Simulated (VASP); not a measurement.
CsPbBr3:

```xyz
5
Lattice="5.9981 0.0000 0.0000 0.0000 5.9981 0.0000 0.0000 0.0000 5.9981" Properties=species:S:1:pos:R:3 pbc="T T T"
Cs    0.0000    0.0000    0.0000
Pb    2.9991    2.9991    2.9991
Br    0.0000    2.9991    2.9991
Br    2.9991    0.0000    2.9991
Br    2.9991    2.9991    0.0000
```

- Program: VASP 6.6.1
- Task: relaxation of cell and atoms
- Functional: PBEsol
- Potentials or basis: VASP PAW PBE potentials, release 64 (Cs_sv, Pb_d, Br)
- Cutoff: 600 eV
- k mesh: 6 × 6 × 6
- Occupations: gaussian, width 0.02 eV
- Spin: no spin polarisation

At the start: pressure -1.2 GPa; volume 43.16 Å³/atom.

Where does the relaxation end?

Over 7 steps the energy falls by 10.2 meV/atom and the volume is 40.51 Å³/atom (-6.1 %); space group Pm-3m (No. 221, to 0.1 Å) before and after.

The path:
```
step  energy change (eV)  largest force (eV/Å)  pressure (GPa)  volume (Å³)
   1              0.0000                0.0000           -1.17       215.80
   2             -0.0473                0.0000           -0.34       206.08
   3             -0.0511                0.0000           -0.03       202.89
   4             -0.0512                0.0000           -0.02       202.62
   5             -0.0511                0.0000            0.05       202.06
   6             -0.0512                0.0000            0.03       202.36
   7             -0.0512                0.0000            0.00       202.57
```

Final structure:
```yaml
crystal:
  lattice:
    - [5.87302, 0.00000, 0.00000]
    - [0.00000, 5.87302, 0.00000]
    - [0.00000, 0.00000, 5.87302]
  atoms:
    - { symbol: Cs, position: [0.00000, 0.00000, 0.00000] }
    - { symbol: Pb, position: [0.50000, 0.50000, 0.50000] }
    - { symbol: Br, position: [0.00000, 0.50000, 0.50000] }
    - { symbol: Br, position: [0.50000, 0.00000, 0.50000] }
    - { symbol: Br, position: [0.50000, 0.50000, 0.00000] }
```

Caveat: the PAW data sets were made with another functional, which shifts forces and pressure a little.
